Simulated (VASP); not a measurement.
# ZnS (P6_3mc) in VASP: notebook

ZnS is run at these levels: LDA; tasks: single point, relaxation of cell and atoms.

Everything below comes from runs of VASP 6.6.1. Logs are shortened: lines on timing, memory, paths and dates and some standing lists are left out, and cuts for length are marked.

## (1) The cell of the first run

It takes space group P6_3mc (No. 186, hexagonal). Conventional cell: a = 3.770 Å, b = 3.770 Å, c = 6.188 Å, α = 90.00°, β = 90.00°, γ = 120.00°. Within 3.1 Å of Zn (site symmetry 3m) lie 4 S at 2.31 Å. Within 3.1 Å of S (site symmetry 3m) lie 4 Zn at 2.31 Å.

## (2) Single point, LDA

Contents of INCAR:

```
SYSTEM = ZnS
PREC     = Accurate       ! precision mode
ENCUT    = 520            ! plane-wave cutoff, eV
EDIFF    = 1E-6           ! SCF threshold, eV
ISMEAR   = 0              ! smearing method
SIGMA    = 0.01           ! smearing width, eV
LREAL    = .FALSE.        ! projectors in reciprocal space
LASPH    = .TRUE.         ! aspherical terms in the spheres
NELM     = 60             ! most SCF steps
ALGO     = Normal         ! electronic algorithm
ISIF     = 2              ! what is computed and relaxed
LWAVE    = .FALSE.        ! write WAVECAR
LCHARG   = .TRUE.         ! write CHGCAR
LELF     = .TRUE.         ! ELF
LVHAR    = .TRUE.       
NBANDS   = 26             ! bands
```

Contents of KPOINTS:

```
regular mesh
0
G
  6 6 4
  0 0 0
```

Contents of POSCAR:

```
ZnS
1.0
    3.7700032360      0.0000000000      0.0000000000
   -1.8850016180      3.2649185747      0.0000000000
    0.0000000000      0.0000000000      6.1878411741
Zn S
2 2
Direct
    0.3333333333      0.6666666667      0.0054438503
    0.6666666667      0.3333333333      0.5054438503
    0.3333333333      0.6666666667      0.3795561497
    0.6666666667      0.3333333333      0.8795561497
```

Potentials or basis: VASP PAW LDA potentials, release 64 (Zn, S).

Run with:

```console
$ cat potpaw_LDA.64/Zn/POTCAR potpaw_LDA.64/S/POTCAR > POTCAR
$ mpirun -np 1 vasp_std > vasp.out
```

OUTCAR:

```text
SYSTEM = ZnS
   PREC = Accurate
   ENCUT = 520
   EDIFF = 1E-6
   ISMEAR = 0
   LREAL = .FALSE.
   LASPH = .TRUE.
   NELM = 60
   ISIF = 2

 ion  position               nearest neighbor table
   1  0.333  0.667  0.005-   4 2.31   4 2.31   4 2.31   3 2.31
   2  0.667  0.333  0.505-   3 2.31   3 2.31   3 2.31   4 2.31
   3  0.333  0.667  0.380-   2 2.31   2 2.31   2 2.31   1 2.31
   4  0.667  0.333  0.880-   1 2.31   1 2.31   1 2.31   2 2.31

  LATTYP: Found a hexagonal cell.
 ALAT       =     3.7700032360
 C/A-ratio  =     1.6413357726

  Lattice vectors:

 A1 = (   3.7700032360,   0.0000000000,   0.0000000000)
 A2 = (  -1.8850016180,   3.2649185747,   0.0000000000)
 A3 = (   0.0000000000,   0.0000000000,   6.1878411741)

Analysis of symmetry for initial positions (statically):
=====================================================================
 Subroutine PRICEL returns:
 Original cell was already a primitive cell.

 Routine SETGRP: Setting up the symmetry group for a
 hexagonal supercell.

 Subroutine GETGRP returns: Found 12 space group operations
 (whereof  6 operations were pure point group operations)
 out of a pool of 24 trial point group operations.

The static configuration has the point symmetry C_3v.
 The point group associated with its full space group is C_6v.

Analysis of symmetry for dynamics (positions and initial velocities):
=====================================================================
 Subroutine PRICEL returns:
 Original cell was already a primitive cell.

 Routine SETGRP: Setting up the symmetry group for a
 hexagonal supercell.

 Subroutine GETGRP returns: Found 12 space group operations
 (whereof  6 operations were pure point group operations)
 out of a pool of 24 trial point group operations.

The dynamic configuration has the point symmetry C_3v.
 The point group associated with its full space group is C_6v.

 Subroutine INISYM returns: Found 12 space group operations
 (whereof  6 operations are pure point group operations),
 and found     1 'primitive' translations

----------------------------------------------------------------------------------------

                                     Primitive cell

  volume of cell :      76.1646

  direct lattice vectors                    reciprocal lattice vectors
     3.770003236  0.000000000  0.000000000     0.265251762  0.153143176  0.000000000
    -1.885001618  3.264918575  0.000000000     0.000000000  0.306286352  0.000000000
     0.000000000  0.000000000  6.187841174     0.000000000  0.000000000  0.161607251

  length of vectors
     3.770003236  3.770003236  6.187841174     0.306286352  0.306286352  0.161607251

  position of ions in fractional coordinates (direct lattice)
     0.333333333  0.666666667  0.005443850
     0.666666667  0.333333333  0.505443850
     0.333333333  0.666666667  0.379556150
     0.666666667  0.333333333  0.879556150

  ion indices of the primitive-cell ions
   primitive index   ion index
                 1           1
                 2           2
                 3           3
                 4           4

----------------------------------------------------------------------------------------

 KPOINTS: regular mesh

Automatic generation of k-mesh.
 Grid dimensions read from file:
 generate k-points for:    6    6    4

 Generating k-lattice:

  Cartesian coordinates                     Fractional coordinates (reciprocal lattice)
     0.044208627  0.025523863  0.000000000     0.166666667  0.000000000  0.000000000
     0.000000000  0.051047725  0.000000000     0.000000000  0.166666667  0.000000000
     0.000000000  0.000000000  0.040401813     0.000000000  0.000000000  0.250000000

  Length of vectors
     0.051047725  0.051047725  0.040401813

  Shift w.r.t. Gamma in fractional coordinates (k-lattice)
     0.000000000  0.000000000  0.000000000

 Subroutine IBZKPT returns following result:
 ===========================================

 Found     21 irreducible k-points:

 Following reciprocal coordinates:
            Coordinates               Weight
  0.000000  0.000000  0.000000      1.000000
  0.166667  0.000000  0.000000      6.000000
  0.333333 -0.000000  0.000000      6.000000
  0.500000  0.000000  0.000000      3.000000
  0.166667  0.166667  0.000000      6.000000
  0.333333  0.166667  0.000000     12.000000
[... 13 lines left out ...]
  0.333333  0.166667  0.500000     12.000000
  0.333333  0.333333  0.500000      2.000000
   k-points           NKPTS =     21   k-points in BZ     NKDIM =     21   number of bands    NBANDS=     26
   number of dos      NEDOS =    301   number of ions     NIONS =      4
   total plane-waves  NPLWV =  37632
   dimension x,y,z NGX =    28 NGY =   28 NGZ =   48
   dimension x,y,z NGXF=    56 NGYF=   56 NGZF=   96
   ions per type =               2   2
   NGX,Y,Z   is equivalent  to a cutoff of  12.35, 12.35, 12.90 a.u.
   NGXF,Y,Z  is equivalent  to a cutoff of  24.69, 24.69, 25.79 a.u.
 SYSTEM =  ZnS
   PREC   = accura    normal or accurate (medium, high low for compatibility)
   ISTART =      0    job   : 0-new  1-cont  2-samecut
   ICHARG =      2    charge: 1-file 2-atom 10-const
   ISPIN  =      1    spin polarized calculation?
   LNONCOLLINEAR =      F non collinear calculations
   LSORBIT =      F    spin-orbit coupling
   LASPH  =      T    aspherical Exc in radial PAW
   ENCUT  =  520.0 eV  38.22 Ry    6.18 a.u.   7.01  7.01 11.51*2*pi/ulx,y,z
   NELM   =     60;   NELMIN=  2; NELMDL= -5     # of ELM steps
   EDIFF  = 0.1E-05   stopping-criterion for ELM
   LREAL  =      F    real-space projection
   EDIFFG = 0.1E-04   stopping-criterion for IOM
   NSW    =      0    number of steps for IOM
   IBRION =     -1    ionic relax: 0-MD 1-quasi-New 2-CG
   NFREE  =      0    steps in history (QN), initial steepest desc. (CG)
   ISIF   =      2    stress and relaxation
   ISYM   =      2    0-nonsym 1-usesym 2-fastsym
   POTIM  = 0.5000    time-step for ionic-motion
   TEBEG  =    0.0;   TEEND  =   0.0 temperature during run
   PSTRESS=    0.0 pullay stress
   NELECT =      36.0000    total number of electrons
   NUPDOWN=      -1.0000    fix difference up-down
   EMIN   =  10.00;   EMAX   =-10.00  energy-range for DOS
   EFERMI =   0.00;   METHOD = LEGACY
   ISMEAR =     0;   SIGMA  =   0.01  broadening in eV -4-tet -1-fermi 0-gaus
   EFERMI_NEDOS =   21; number of points for ismear=-14 and -15
   IALGO  =     38    algorithm
   IMIX   =      4    mixing-type and parameters
     AMIX     =   0.40;   BMIX     =  1.00
     AMIX_MAG =   1.60;   BMIX_MAG =  1.00
  volume/ion in A,a.u.               =      19.04       128.50
  Fermi-wavevector in a.u.,A,eV,Ry     =   1.275238  2.409850 22.126230  1.626232
  Thomas-Fermi vector in A             =   2.407961
   LORBIT       =      0    0 simple, 1 ext, 2 COOP (PROOUT), +10 PAW based schemes
   GGA     = CA    functional components
   LHFCALC =     F    Hartree Fock is set to
   AEXX    =    0.0000 exact exchange contribution
   IVDW    =     0    specifies the selected vdW correction
   LEPSILON=     F    determine dielectric tensor
   LRPA    =     F    only Hartree local field effects (RPA)
 non-spin polarized calculation
 Gauss-broadening in eV      SIGMA  =   0.01
  energy-cutoff  :      520.00
  volume of cell :       76.16
 maximum number of plane-waves:      2062
 NGX is ok and might be reduce to    28
   NGX = 13   NGY = 13   NGZ = 23

 number of electron      36.0000007 magnetization

 Free energy of the ion-electron system (eV)
  ---------------------------------------------------
  ext. energy  EPLUGINS =         0.00000000
  ---------------------------------------------------
  free energy    TOTEN  =       -16.39061552 eV

  energy without entropy =      -16.39061552  energy(sigma->0) =      -16.39061552

 E-fermi :   2.3961     XC(G=0): -10.1959

 val. band max:        2.2891025191   @ k =   0.0000   0.0000   0.0000
 cond. band min:       4.4042956965   @ k =   0.0000   0.0000   0.0000
 fundamental gap:      2.1151931775
 Fermi energy:         2.3960522748

 k-point     1 :       0.0000    0.0000    0.0000
  band No.  band energies     occupation
      1     -11.1023      2.00000
      2     -10.0803      2.00000
      3      -4.3680      2.00000
      4      -4.3504      2.00000
      5      -4.3504      2.00000
      6      -4.2653      2.00000
[... 18 lines left out ...]
     25       9.8791      0.00000
     26      11.4432      0.00000

 k-point     2 :       0.1667    0.0000    0.0000
  band No.  band energies     occupation
      1     -10.9046      2.00000
      2      -9.9722      2.00000
      3      -4.3685      2.00000
      4      -4.3285      2.00000
      5      -4.3145      2.00000
      6      -4.2419      2.00000
[... 18 lines left out ...]
     25      10.4004      0.00000
     26      10.7185      0.00000

 k-point     3 :       0.3333   -0.0000    0.0000
  band No.  band energies     occupation
      1     -10.4268      2.00000
      2      -9.7779      2.00000
      3      -4.3641      2.00000
      4      -4.2695      2.00000
      5      -4.2604      2.00000
      6      -4.1116      2.00000
[... 18 lines left out ...]
     25      10.8539      0.00000
     26      11.9579      0.00000

 k-point     4 :       0.5000    0.0000    0.0000
  band No.  band energies     occupation
      1     -10.0929      2.00000
      2      -9.7383      2.00000
      3      -4.3473      2.00000
      4      -4.2442      2.00000
      5      -4.1303      2.00000
      6      -4.1041      2.00000
[... 18 lines left out ...]
     25      11.2411      0.00000
     26      13.6899      0.00000

 k-point     5 :       0.1667    0.1667    0.0000
  band No.  band energies     occupation
      1     -10.5629      2.00000
      2      -9.8202      2.00000
      3      -4.3297      2.00000
      4      -4.3041      2.00000
      5      -4.2701      2.00000
      6      -4.1895      2.00000
[... 18 lines left out ...]
     25      10.7343      0.00000
     26      11.1493      0.00000

 k-point     6 :       0.3333    0.1667    0.0000
  band No.  band energies     occupation
      1     -10.1097      2.00000
      2      -9.7300      2.00000
      3      -4.3275      2.00000
      4      -4.2300      2.00000
      5      -4.1346      2.00000
      6      -4.0681      2.00000
[... 340 lines left out ...]
 k-point    18 :       0.5000    0.0000    0.5000
  band No.  band energies     occupation
      1      -9.9043      2.00000
      2      -9.9043      2.00000
      3      -4.3652      2.00000
      4      -4.3652      2.00000
      5      -4.1426      2.00000
      6      -4.1426      2.00000
[... 18 lines left out ...]
     25      11.4101      0.00000
     26      11.4101      0.00000

 k-point    19 :       0.1667    0.1667    0.5000
  band No.  band energies     occupation
      1     -10.2080      2.00000
      2     -10.2080      2.00000
      3      -4.3525      2.00000
      4      -4.3525      2.00000
      5      -4.2272      2.00000
      6      -4.2272      2.00000
[... 18 lines left out ...]
     25      10.5657      0.00000
     26      10.5657      0.00000

 k-point    20 :       0.3333    0.1667    0.5000
  band No.  band energies     occupation
      1      -9.9100      2.00000
      2      -9.9100      2.00000
      3      -4.3103      2.00000
      4      -4.3103      2.00000
      5      -4.1570      2.00000
      6      -4.1570      2.00000
[... 18 lines left out ...]
     25      11.3152      0.00000
     26      11.3152      0.00000

 k-point    21 :       0.3333    0.3333    0.5000
  band No.  band energies     occupation
      1      -9.8076      2.00000
      2      -9.8076      2.00000
      3      -4.2309      2.00000
      4      -4.2309      2.00000
      5      -4.1885      2.00000
      6      -4.1885      2.00000
[... 18 lines left out ...]
     25      11.8937      0.00000
     26      11.8937      0.00000

------------------------ aborting loop because EDIFF is reached ----------------------------------------

  FORCE on cell =-STRESS in cart. coord.  units (eV):
  Direction    XX          YY          ZZ          XY          YZ          ZX
  --------------------------------------------------------------------------------------
  -------------------------------------------------------------------------------------
  Total       -0.8296128     -0.8296128     -0.8226739      0.0000000     -0.0000000      0.0000000
  in kB      -17.4515021    -17.4515021    -17.3055365      0.0000000     -0.0000000      0.0000000
  external PRESSURE =     -17.4028469 kB  Pullay stress =       0.0000000 kB

 VOLUME and BASIS-vectors are now :
 -----------------------------------------------------------------------------
  energy-cutoff  :      520.00
  volume of cell :       76.16
      direct lattice vectors                 reciprocal lattice vectors
     3.770003236  0.000000000  0.000000000     0.265251762  0.153143176  0.000000000
    -1.885001618  3.264918575  0.000000000     0.000000000  0.306286352  0.000000000
     0.000000000  0.000000000  6.187841174     0.000000000  0.000000000  0.161607251

 POSITION                                       TOTAL-FORCE (eV/Angst)
 -----------------------------------------------------------------------------------
     -0.00000      2.17661      0.03369         0.000000      0.000000     -0.001200
      1.88500      1.08831      3.12761        -0.000000     -0.000000     -0.001200
     -0.00000      2.17661      2.34863         0.000000      0.000000      0.001200
      1.88500      1.08831      5.44255        -0.000000     -0.000000      0.001200
 -----------------------------------------------------------------------------------
    total drift:                               -0.000000     -0.000001     -0.000495

  FREE ENERGIE OF THE ION-ELECTRON SYSTEM (eV)
  ---------------------------------------------------
  free  energy   TOTEN  =       -16.3906155178 eV

  energy  without entropy=      -16.3906155178  energy(sigma->0) =      -16.39061552
```

Run time: 60 s. Hardware: 1 thread of Intel Xeon Platinum 8488C (Sapphire Rapids), shared host; peak memory 0.17 GiB.

Results:

```
Free energy            : -16.3906 eV
Pressure               : -1.7 GPa
Band gap on the k mesh : 2.12 eV, direct
```

As with any semilocal functional, this LDA gap is likely too small.

## (3) Single point, LDA

This run uses another cell than the first one, of 18.59 Å³/atom, 0.976 times its volume.

Contents of INCAR:

```
SYSTEM = ZnS
PREC     = Accurate       ! precision mode
ENCUT    = 520            ! plane-wave cutoff, eV
EDIFF    = 1E-6           ! SCF threshold, eV
ISMEAR   = -1             ! smearing method
SIGMA    = 0.05           ! smearing width, eV
LREAL    = .False.        ! projectors in reciprocal space
LASPH    = .True.         ! aspherical terms in the spheres
NELM     = 80             ! most SCF steps
ALGO     = Normal         ! electronic algorithm
ISIF     = 2              ! what is computed and relaxed
LWAVE    = .False.        ! write WAVECAR
LCHARG   = .False.        ! write CHGCAR
NBANDS   = 26             ! bands
```

Contents of KPOINTS:

```
regular mesh
0
Gamma
  10 10 6
  0 0 0
```

Contents of POSCAR:

```
ZnS
1.0
    3.7382324347      0.0000000000      0.0000000000
   -1.8691162173      3.2374042537      0.0000000000
    0.0000000000      0.0000000000      6.1429976498
Zn S
2 2
Direct
    0.3333333333      0.6666666667      0.0055913297
    0.6666666667      0.3333333333      0.5055913297
    0.3333333333      0.6666666667      0.3794086703
    0.6666666667      0.3333333333      0.8794086703
```

Potentials or basis: VASP PAW LDA potentials, release 64 (Zn, S).

Run with:

```console
$ cat potpaw_LDA.64/Zn/POTCAR potpaw_LDA.64/S/POTCAR > POTCAR
$ mpirun -np 1 vasp_std > vasp.out
```

Run time: 2.2 min. Hardware: 1 thread of Intel Xeon Platinum 8488C (Sapphire Rapids), shared host; peak memory 0.21 GiB.

The run converged. Its results:

| Item | Value |
| --- | --- |
| Free energy | -16.4030 eV |
| Pressure | 0.2 GPa |
| Band gap on the k mesh | 2.23 eV, direct |

Levels at points of the mesh, in eV from the valence-band top:
| k point | band 14 | band 15 | band 16 | band 17 | band 18 | band 19 | band 20 | band 21 | band 22 | band 23 |
| --- | --- | --- | --- | --- | --- | --- | --- | --- | --- | --- |
| (0.00, 0.00, 0.00) | -0.99 | -0.99 | -0.10 | 0.00 | 0.00 | 2.23 | 3.02 | 6.12 | 6.12 | 6.37 |
| (0.50, 0.00, 0.00) | -4.43 | -3.61 | -2.47 | -1.91 | -0.98 | 3.42 | 4.22 | 4.88 | 6.74 | 7.46 |
| (0.00, 0.00, 0.50) | -3.09 | -0.52 | -0.52 | -0.52 | -0.52 | 3.53 | 3.53 | 6.61 | 6.61 | 6.61 |
| (0.50, 0.00, 0.50) | -5.25 | -1.81 | -1.81 | -1.79 | -1.79 | 3.34 | 3.34 | 5.03 | 5.03 | 8.77 |

LDA gaps usually lie below the measured ones, often by a third to a half.

(Continued in part 2 of 2.)
